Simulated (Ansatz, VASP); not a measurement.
# Ca: VASP beside Ansatz

```
CELL_PARAMETERS angstrom
0.00000 2.76271 2.76271
2.76271 0.00000 2.76271
2.76271 2.76271 0.00000
ATOMIC_POSITIONS crystal
Ca 0.00000 0.00000 0.00000
```

Alike in both runs: task single point; functional PBE; k mesh 10 × 10 × 10; occupations methfessel-paxton of order 1, width 1 eV; no spin polarisation.

```csv
,VASP,Ansatz
version,VASP 6.6.1,Ansatz 0.2.0
potentials or method,"VASP PAW PBE potentials, release 64 (Ca_sv), cutoff 520 eV","plane waves (420 eV) with PAW, scalar-relativistic"
valence electrons in the cell,10,10
```

```tsv
	VASP	Ansatz	Ansatz less VASP
pressure (GPa)	0.0	0.0	-0.02
```
